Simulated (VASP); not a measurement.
Write the native input for VASP 6.6.1 that does the following.

- Task: single point
- Functional: PBE
- Dispersion: D3(BJ)
- Potentials or basis: VASP PAW PBE potentials, release 64 (C)
- Cutoff: 520 eV
- k mesh: 15 × 15 × 15
- Occupations: gaussian, width 0.05 eV
- Spin: no spin polarisation
- Dipole correction: no
- Further INCAR settings: ALGO = Normal; EDIFF = 1e-06; NBANDS = 11

The structure of C lies in POSCAR:

```
C
1.0
    1.2222687308      0.7056771807      3.3334883167
   -1.2222687308      0.7056771807      3.3334883167
    0.0000000000     -1.4113543615      3.3334883167
C
2
Direct
    0.1628273003      0.1628273003      0.1628273003
    0.8371726997      0.8371726997      0.8371726997
```

The input as run:

INCAR

```
SYSTEM = C
PREC     = Accurate       ! precision mode
ENCUT    = 520            ! plane-wave cutoff, eV
EDIFF    = 1E-6           ! SCF threshold, eV
ISMEAR   = 0              ! smearing method
SIGMA    = 0.05           ! smearing width, eV
LREAL    = .False.        ! projectors in reciprocal space
LASPH    = .True.         ! aspherical terms in the spheres
NELM     = 80             ! most SCF steps
ALGO     = Normal         ! electronic algorithm
ISIF     = 2              ! what is computed and relaxed
LWAVE    = .False.        ! write WAVECAR
LCHARG   = .False.        ! write CHGCAR
GGA      = PE             ! functional
IVDW     = 12             ! dispersion correction
NBANDS   = 11             ! bands
```

KPOINTS

```
Automatic mesh
0
Gamma
  15 15 15
  0 0 0
```

Potentials or basis: VASP PAW PBE potentials, release 64 (C).

Command:

```sh
$ cat potpaw_PBE.64/C/POTCAR > POTCAR
$ mpirun -np 1 vasp_std > vasp.out
```

Results of the run:

```
Pressure                   : 7.8 GPa
Largest force              : 1.240 eV/Å
Band gap on the k mesh     : 0.81 eV, direct
Dispersion energy per atom : -0.158 eV
```

Caveat: forces of over 1 eV/Å act on the atoms, so gaps and moduli don't describe the material at rest.

It took 74 s on 1 thread of AMD EPYC 9R45 (Zen 5), with other jobs on the host, peak memory 0.16 GiB.
